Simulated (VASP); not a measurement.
# Pt (I4/mmm) in VASP: notebook

Pt is run at these levels: r2SCAN; tasks: single point.

Everything below comes from runs of VASP 6.6.1. Logs are shortened: lines on timing, memory, paths and dates and some standing lists are left out, and cuts for length are marked.

### Step 1. The cell of the first run

Symmetry: I4/mmm, No. 139, tetragonal system. Conventional cell: a = 3.233 Å, b = 3.233 Å, c = 3.045 Å, α = 90.00°, β = 90.00°, γ = 90.00°. Pt (site symmetry 4/mmm) has 14 Pt at 2.75 to 3.23 Å within 3.6 Å.

### Step 2. Single point, r2SCAN (strain +0.030 along x and y, -0.030 along z)

Contents of POSCAR:

```
Pt
1.0
   -1.6165709830      1.6165709830      1.5224017996
    1.6165709830     -1.6165709830      1.5224017996
    1.6165709830      1.6165709830     -1.5224017996
Pt
1
Direct
    0.0000000000      0.0000000000      0.0000000000
```

Contents of INCAR.step1:

```
SYSTEM = Pt
ALGO = Normal ; EDIFF = 1E-4
ENCUT = 520 ; GGA = PE
ISMEAR = 0 ; LASPH = .TRUE.
LCHARG = .FALSE. ; LREAL = .FALSE.
LWAVE = .TRUE. ; NBANDS = 11
NELM = 80 ; PREC = Accurate
SIGMA = 0.15
```

Contents of INCAR.step2:

```
SYSTEM = Pt
ALGO = Normal ; EDIFF = 1E-7
ENCUT = 520 ; ISIF = 2
ISMEAR = 0 ; ISTART = 1
LASPH = .TRUE. ; LCHARG = .FALSE.
LMIXTAU = .TRUE. ; LREAL = .FALSE.
LWAVE = .FALSE. ; METAGGA = R2SCAN
NBANDS = 11 ; NELM = 80
PREC = Accurate ; SIGMA = 0.15
```

Contents of KPOINTS:

```
k-points
0
G
  26 26 26
  0 0 0
```

Potentials or basis: VASP PAW PBE potentials, release 64 (Pt).

On the command line:

```
> cat potpaw_PBE.64/Pt/POTCAR > POTCAR
> cp INCAR.step1 INCAR
> mpirun -np 1 vasp_std > vasp.out
> cp INCAR.step2 INCAR
> mpirun -np 1 vasp_std > vasp.out
```

OUTCAR:

```text
SYSTEM = Pt
   EDIFF = 1E-7
   ENCUT = 520
   ISIF = 2
   ISMEAR = 0
   ISTART = 1
   LASPH = .TRUE.
   LREAL = .FALSE.
   METAGGA = R2SCAN
   NELM = 80
   PREC = Accurate

 ion  position               nearest neighbor table
   1  0.000  0.000  0.000-

  LATTYP: Found a body centered tetragonal cell.
 ALAT       =     3.2331419660
 C/A-ratio  =     0.9417475729

  Lattice vectors:

 A1 = (  -1.6165709830,   1.6165709830,   1.5224017996)
 A2 = (   1.6165709830,  -1.6165709830,   1.5224017996)
 A3 = (   1.6165709830,   1.6165709830,  -1.5224017996)

Analysis of symmetry for initial positions (statically):
=====================================================================
 Subroutine PRICEL returns:
 Original cell was already a primitive cell.

 Routine SETGRP: Setting up the symmetry group for a
 body centered tetragonal supercell.

 Subroutine GETGRP returns: Found 16 space group operations
 (whereof 16 operations were pure point group operations)
 out of a pool of 16 trial point group operations.

The static configuration has the point symmetry D_4h.

Analysis of symmetry for dynamics (positions and initial velocities):
=====================================================================
 Subroutine PRICEL returns:
 Original cell was already a primitive cell.

 Routine SETGRP: Setting up the symmetry group for a
 body centered tetragonal supercell.

 Subroutine GETGRP returns: Found 16 space group operations
 (whereof 16 operations were pure point group operations)
 out of a pool of 16 trial point group operations.

The dynamic configuration has the point symmetry D_4h.

 Subroutine INISYM returns: Found 16 space group operations
 (whereof 16 operations are pure point group operations),
 and found     1 'primitive' translations

----------------------------------------------------------------------------------------

                                     Primitive cell

  volume of cell :      15.9140

  direct lattice vectors                    reciprocal lattice vectors
    -1.616570983  1.616570983  1.522401800     0.000000000  0.309296656  0.328428408
     1.616570983 -1.616570983  1.522401800     0.309296656  0.000000000  0.328428408
     1.616570983  1.616570983 -1.522401800     0.309296656  0.309296656  0.000000000

  length of vectors
     2.746690868  2.746690868  2.746690868     0.451142595  0.451142595  0.437411526

  position of ions in fractional coordinates (direct lattice)
     0.000000000  0.000000000  0.000000000

  ion indices of the primitive-cell ions
   primitive index   ion index
                 1           1

----------------------------------------------------------------------------------------

 KPOINTS: k-points

Automatic generation of k-mesh.
 Grid dimensions read from file:
 generate k-points for:   26   26   26

 Generating k-lattice:

  Cartesian coordinates                     Fractional coordinates (reciprocal lattice)
     0.000000000  0.011896025  0.012631862     0.038461538 -0.000000000  0.000000000
     0.011896025  0.000000000  0.012631862    -0.000000000  0.038461538  0.000000000
     0.011896025  0.011896025  0.000000000     0.000000000  0.000000000  0.038461538

  Length of vectors
     0.017351638  0.017351638  0.016823520

  Shift w.r.t. Gamma in fractional coordinates (k-lattice)
     0.000000000  0.000000000  0.000000000

 Subroutine IBZKPT returns following result:
 ===========================================

 Found   1330 irreducible k-points:

 Following reciprocal coordinates:
            Coordinates               Weight
  0.000000  0.000000  0.000000      1.000000
  0.038462 -0.000000  0.000000      8.000000
  0.076923 -0.000000  0.000000      8.000000
  0.115385 -0.000000  0.000000      8.000000
  0.153846  0.000000  0.000000      8.000000
  0.192308 -0.000000  0.000000      8.000000
[... 16 lines left out ...]
  0.346154  0.038462  0.000000     16.000000
  0.384615  0.038462  0.000000     16.000000
 [... further k-points ...]
   k-points           NKPTS =   1330   k-points in BZ     NKDIM =   1330   number of bands    NBANDS=     11
   number of dos      NEDOS =    301   number of ions     NIONS =      1
   total plane-waves  NPLWV =   8000
   dimension x,y,z NGX =    20 NGY =   20 NGZ =   20
   dimension x,y,z NGXF=    40 NGYF=   40 NGZF=   40
   ions per type =               1
   NGX,Y,Z   is equivalent  to a cutoff of  12.11, 12.11, 12.11 a.u.
   NGXF,Y,Z  is equivalent  to a cutoff of  24.21, 24.21, 24.21 a.u.
 SYSTEM =  Pt
   PREC   = accura    normal or accurate (medium, high low for compatibility)
   ISTART =      1    job   : 0-new  1-cont  2-samecut
   ICHARG =      0    charge: 1-file 2-atom 10-const
   ISPIN  =      1    spin polarized calculation?
   LNONCOLLINEAR =      F non collinear calculations
   LSORBIT =      F    spin-orbit coupling
   LASPH  =      T    aspherical Exc in radial PAW
   ENCUT  =  520.0 eV  38.22 Ry    6.18 a.u.   5.11  5.11  5.11*2*pi/ulx,y,z
   NELM   =     80;   NELMIN=  2; NELMDL=  0     # of ELM steps
   EDIFF  = 0.1E-06   stopping-criterion for ELM
   LREAL  =      F    real-space projection
   EDIFFG = 0.1E-05   stopping-criterion for IOM
   NSW    =      0    number of steps for IOM
   IBRION =     -1    ionic relax: 0-MD 1-quasi-New 2-CG
   NFREE  =      0    steps in history (QN), initial steepest desc. (CG)
   ISIF   =      2    stress and relaxation
   ISYM   =      2    0-nonsym 1-usesym 2-fastsym
   POTIM  = 0.5000    time-step for ionic-motion
   TEBEG  =    0.0;   TEEND  =   0.0 temperature during run
   PSTRESS=    0.0 pullay stress
   NELECT =      10.0000    total number of electrons
   NUPDOWN=      -1.0000    fix difference up-down
   EMIN   =  10.00;   EMAX   =-10.00  energy-range for DOS
   EFERMI =   0.00;   METHOD = LEGACY
   ISMEAR =     0;   SIGMA  =   0.15  broadening in eV -4-tet -1-fermi 0-gaus
   EFERMI_NEDOS =   21; number of points for ismear=-14 and -15
   IALGO  =     38    algorithm
   IMIX   =      4    mixing-type and parameters
     AMIX     =   0.40;   BMIX     =  1.00
     AMIX_MAG =   1.60;   BMIX_MAG =  1.00
  volume/ion in A,a.u.               =      15.91       107.39
  Fermi-wavevector in a.u.,A,eV,Ry     =   1.402217  2.649806 26.751944  1.966212
  Thomas-Fermi vector in A             =   2.525001
   LORBIT       =      0    0 simple, 1 ext, 2 COOP (PROOUT), +10 PAW based schemes
   METAGGA = R2SCAN    functional components
   LHFCALC =     F    Hartree Fock is set to
   AEXX    =    0.0000 exact exchange contribution
   IVDW    =     0    specifies the selected vdW correction
   LEPSILON=     F    determine dielectric tensor
   LRPA    =     F    only Hartree local field effects (RPA)
 non-spin polarized calculation
 Gauss-broadening in eV      SIGMA  =   0.15
  energy-cutoff  :      520.00
  volume of cell :       15.91
 maximum number of plane-waves:       442
   NGX = 11   NGY = 11   NGZ = 11

 number of electron       9.9999998 magnetization

 Free energy of the ion-electron system (eV)
  ---------------------------------------------------
  ext. energy  EPLUGINS =         0.00000000
  ---------------------------------------------------
  free energy    TOTEN  =       -51.41750005 eV

  energy without entropy =      -51.40733861  energy(sigma->0) =      -51.41241933

 E-fermi :   9.8609     XC(G=0): -14.2260

 val. band max:        9.8604708180   @ k =  -0.2308  -0.3462   0.1154
 cond. band min:       9.8622204725   @ k =  -0.2692  -0.4615   0.1154
 fundamental gap:      0.0017496545
 Fermi energy:         9.8608865688

 k-point     1 :       0.0000    0.0000    0.0000
  band No.  band energies     occupation
      1       0.1706      2.00000
      2       5.9350      2.00000
      3       6.4598      2.00000
      4       6.4598      2.00000
      5       8.3578      2.00000
      6       9.0217      2.00000
      7      27.5171      0.00000
      8      27.5171      0.00000
      9      28.8169      0.00000
     10      37.4844      0.00000
     11      37.4844      0.00000

 k-point     2 :       0.0385   -0.0000    0.0000
  band No.  band energies     occupation
      1       0.2348      2.00000
      2       5.9486      2.00000
      3       6.4571      2.00000
      4       6.4698      2.00000
      5       8.3587      2.00000
      6       8.9950      2.00000
      7      27.5747      0.00000
      8      27.6110      0.00000
      9      28.8265      0.00000
     10      36.4212      0.00000
     11      37.3324      0.00000

 k-point     3 :       0.0769   -0.0000    0.0000
  band No.  band energies     occupation
      1       0.4250      2.00000
      2       5.9580      2.00000
      3       6.4463      2.00000
      4       6.5325      2.00000
      5       8.3618      2.00000
      6       8.9247      2.00000
      7      27.7255      0.00000
      8      27.8892      0.00000
      9      28.8215      0.00000
     10      35.1786      0.00000
     11      36.8540      0.00000

 k-point     4 :       0.1154   -0.0000    0.0000
  band No.  band energies     occupation
      1       0.7333      2.00000
      2       5.9059      2.00000
      3       6.4218      2.00000
      4       6.7087      2.00000
      5       8.3692      2.00000
      6       8.8370      2.00000
      7      27.8969      0.00000
      8      28.3409      0.00000
      9      28.6923      0.00000
     10      34.1710      0.00000
     11      35.5106      0.00000
[... 239 lines left out ...]
 k-point    22 :       0.3077    0.0385    0.0000
  band No.  band energies     occupation
      1       3.1128      2.00000
      2       5.0195      2.00000
      3       7.0327      2.00000
      4       8.5354      2.00000
      5       9.0785      2.00000
      6       9.3737      2.00000
      7      21.9533      0.00000
      8      25.3114      0.00000
      9      28.7594      0.00000
     10      32.8966      0.00000
     11      34.0185      0.00000

 k-point    23 :       0.3462    0.0385    0.0000
  band No.  band energies     occupation
      1       3.2171      2.00000
      2       4.8795      2.00000
      3       7.6652      2.00000
      4       8.6722      2.00000
      5       9.1968      2.00000
      6       9.9542      0.37909
      7      20.2780      0.00000
      8      24.6959      0.00000
      9      27.6921      0.00000
     10      33.7526      0.00000
     11      34.3528      0.00000

 k-point    24 :       0.3846    0.0385    0.0000
  band No.  band energies     occupation
      1       3.2313      2.00000
      2       4.7697      2.00000
      3       8.2006      2.00000
      4       8.9930      2.00000
      5       9.3215      2.00000
      6      10.4974      0.00000
      7      18.7320      0.00000
      8      24.2111      0.00000
      9      26.7909      0.00000
     10      34.3561      0.00000
     11      34.8234      0.00000

 [... further k-points ...]
[... 5 lines left out ...]
  --------------------------------------------------------------------------------------
  -------------------------------------------------------------------------------------
  Total       -0.4632816     -0.4632816     -0.9849219      0.0000000     -0.0000000     -0.0000000
  in kB      -46.6419621    -46.6419621    -99.1593210      0.0000000     -0.0000000     -0.0000000
  external PRESSURE =     -64.1477484 kB  Pullay stress =       0.0000000 kB

 VOLUME and BASIS-vectors are now :
 -----------------------------------------------------------------------------
  energy-cutoff  :      520.00
  volume of cell :       15.91
      direct lattice vectors                 reciprocal lattice vectors
    -1.616570983  1.616570983  1.522401800     0.000000000  0.309296656  0.328428408
     1.616570983 -1.616570983  1.522401800     0.309296656  0.000000000  0.328428408
     1.616570983  1.616570983 -1.522401800     0.309296656  0.309296656  0.000000000

 POSITION                                       TOTAL-FORCE (eV/Angst)
 -----------------------------------------------------------------------------------
      0.00000      0.00000      0.00000         0.000000      0.000000      0.000000
 -----------------------------------------------------------------------------------
    total drift:                                0.000000     -0.000000      0.000000

  FREE ENERGIE OF THE ION-ELECTRON SYSTEM (eV)
  ---------------------------------------------------
  free  energy   TOTEN  =       -51.4175000539 eV

  energy  without entropy=      -51.4073386064  energy(sigma->0) =      -51.41241933
```

Run time: 17 min. Hardware: 1 thread of Intel Xeon 8259CL, shared host; peak memory 0.33 GiB.

Results:

```
Free energy            : -51.4175 eV
Pressure               : -6.4 GPa
Band gap on the k mesh : zero (bands 5 and 6 overlap by 2.27 eV)
```

Stress tensor (GPa, compression positive):
```
-4.66  0.00  0.00
 0.00 -4.66  0.00
 0.00  0.00 -9.92
```

Levels at points of the mesh, in eV from the Fermi level:
```
           k point  band 1  band 2  band 3  band 4  band 5  band 6  band 7  band 8  band 9  band 10
(0.00, 0.00, 0.00)   -9.69   -3.93   -3.40   -3.40   -1.50   -0.84   17.66   17.66   18.96    27.62
(0.50, 0.00, 0.00)   -6.71   -5.22   -1.27   -0.52    0.59    1.05    6.72   13.82   16.02    25.21
(0.50, 0.50, 0.00)   -6.79   -4.65   -1.75   -1.02    0.21    0.96    6.16   14.55   17.56    24.15
(0.50, 0.50, 0.50)   -6.27   -6.27    0.45    0.45    0.65    7.43    7.43    9.38   13.16    19.07
```

Caveat: the cell differs from its parent crystal (strain +0.030 along x and y, -0.030 along z); the stress differs along the axes, from -10 to -5 GPa; the PAW data sets were made with another functional, which shifts forces and pressure a little; spin-orbit coupling is left out, which moves the levels of the heavy elements.

(Part 1 of 2 ends here.)
